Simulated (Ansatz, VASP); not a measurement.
## One calculation of Pb, two programs

The input INCAR:

```
ALGO = Normal
EDIFF = 1E-6
ENCUT = 520
GGA = PE
GGA_COMPAT = F
ISIF = 2
ISMEAR = -1
LASPH = T
LCHARG = F
LORBIT = 11
LORBMOM = T
LREAL = F
LSORBIT = T
LWAVE = F
MAGMOM = 0 0 0
NBANDS = 25
NELM = 150
PREC = Accurate
SIGMA = 0.05
```

KPOINTS

```
k-points
0
Gamma
  12 12 12
```

File POSCAR:

```
Pb
1.0
    0.0000000000      2.4698000000      2.4698000000
    2.4698000000      0.0000000000      2.4698000000
    2.4698000000      2.4698000000      0.0000000000
Pb
1
Direct
    0.0000000000      0.0000000000      0.0000000000
```

Input for Ansatz:

```yaml
crystal:
  lattice:
    - [0.0, 2.4698, 2.4698]
    - [2.4698, 0.0, 2.4698]
    - [2.4698, 2.4698, 0.0]
  atoms:
    - { symbol: Pb, position: [0.0, 0.0, 0.0] }
kpoints:
  mp_grid: { grid: [12, 12, 12] }
  band_path:
    path:
      - [0.0, 0.0, 0.0]
      - [0.5, 0.0, 0.5]
      - [0.625, 0.25, 0.625]
      - [0.375, 0.375, 0.75]
      - [0.0, 0.0, 0.0]
      - [0.5, 0.5, 0.5]
      - [0.5, 0.25, 0.75]
      - [0.5, 0.0, 0.5]
    npoints: 5
scf:
  occupations: { method: fermi_dirac, width: 0.05 }
hamiltonian:
  xc: pbe
  pseudopotentials: { kind: all_electron, lapw: { basis_error: 0.00025 } }
output:
  forces: true
  stress: true
  eigenvalues: true
magnetization:
  noncollinear: true
  spin_orbit: true
```

Alike in both runs: task single point; functional PBE; k mesh 12 × 12 × 12; occupations fermi-dirac, width 0.05 eV; non-collinear spin, spin-orbit coupling.

```csv
,VASP,Ansatz
version,VASP 6.6.1,Ansatz 0.2.0
potentials or method,"VASP PAW PBE potentials, release 64 (Pb_d), cutoff 520 eV",all-electron LAPW
```

```tsv
	VASP	Ansatz	Ansatz less VASP
pressure (GPa)	3.0	3.0	0.00
net moment per atom (μB)	0.00	0.00	0.000
```

Ansatz ran all-electron here, and VASP with PAW potentials.
